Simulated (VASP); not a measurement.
Here is a VASP 6.6.1 calculation.

The input INCAR:

```
SYSTEM = Na2Cl3
PREC = Accurate
ENCUT = 600
EDIFF = 1E-6
ISMEAR = 0
SIGMA = 0.1
LREAL = .FALSE.
LASPH = .TRUE.
NELM = 100
ALGO = Normal
ISIF = 3
LWAVE = .FALSE.
LCHARG = .FALSE.
GGA = PE
IBRION = 2
NSW = 90
EDIFFG = -0.04
```

File KPOINTS:

```
regular mesh
0
G
  4 4 4
  0 0 0
```

Contents of POSCAR:

```
Na2Cl3
1.0
    4.2645204900      0.0000000000      0.0000000000
    0.0000000000      4.2645204900      0.0000000000
    0.0000000000      0.0000000000      6.9675402700
Na Cl
2 3
Direct
    0.0000000000      0.0000000000      0.6819930200
    0.0000000000      0.0000000000      0.3180069800
    0.0000000000      0.0000000000      0.0000000000
    0.0000000000      0.5000000000      0.5000000000
    0.5000000000      0.0000000000      0.5000000000
```

Potentials or basis: VASP PAW PBE potentials, release 64 (Na_pv, Cl).

Command:

```bash
$ cat potpaw_PBE.64/Na_pv/POTCAR potpaw_PBE.64/Cl/POTCAR > POTCAR
$ mpirun -np 1 vasp_std > vasp.out
```

**Question.** What does it give for the relaxed cell?

**Answer.** a = 4.597 Å, b = 4.597 Å, c = 8.550 Å, α = 90.00°, β = 90.00°, γ = 90.00°.

**Question.** Estimate the space group after relaxing (to 0.05 Å).

**Answer.** P4/mmm (No. 123).

The path:
```csv
step,energy change (eV),largest force (eV/Å),pressure (GPa),volume (Å³)
1,0.0000,0.0390,12.74,126.71
2,-1.7727,0.5475,1.66,166.96
3,-1.8412,0.5006,0.73,175.46
4,-1.8345,0.3686,-0.57,193.24
5,-1.8588,0.4434,0.02,183.81
6,-1.8588,0.4519,0.12,182.54
7,-1.8788,0.3560,0.02,183.40
8,-1.9042,0.0496,-0.18,186.01
9,-1.9108,0.0356,-0.15,184.39
10,-1.9177,0.0054,-0.05,180.71
```

Caveat: the k points lie up to 0.34 Å⁻¹ apart in the final cell; the volume moved by over 15 % at a fixed basis, so the end points are rough; an odd number of electrons without spin polarisation forces a metal; a magnetic or distorted state may lie lower.
